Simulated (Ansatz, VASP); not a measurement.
Two plane-wave programs on Si2Mo

```
Si Mo
1.0
    -1.59830    1.59830    3.90570
     1.59830   -1.59830    3.90570
     1.59830    1.59830   -3.90570
Si Mo
2 1
Direct
  0.66479 0.66479 0.00000
  0.33521 0.33521 0.00000
  0.00000 0.00000 0.00000
```

Alike in both runs: functional r2SCAN; dispersion rVV10; k mesh 18 × 18 × 18; occupations gaussian, width 0.1 eV; no spin polarisation.

Ansatz relaxed the structure, and its values are those at the end. VASP's run is a single point on that final structure, the one shown.

|  | VASP | Ansatz |
| --- | --- | --- |
| version | VASP 6.6.1 | Ansatz 0.2.0 |
| potentials or method | VASP PAW PBE potentials, release 64 (Si, Mo_sv), cutoff 520 eV | scalar-relativistic, plane waves, PAW |
| valence electrons in the cell | 22 | 22 |

```tsv
	VASP	Ansatz	Ansatz less VASP
gap on the k mesh at the Fermi level (eV)	none	none	-
pressure (GPa)	0.5	0.0	-0.48
rms of the force components (eV/Å)	0.004	0.000	-0.0043
```

VASP's potentials were made for PBE, not for r2SCAN. A gap of «none» marks a metal or a gap that the smearing closes.
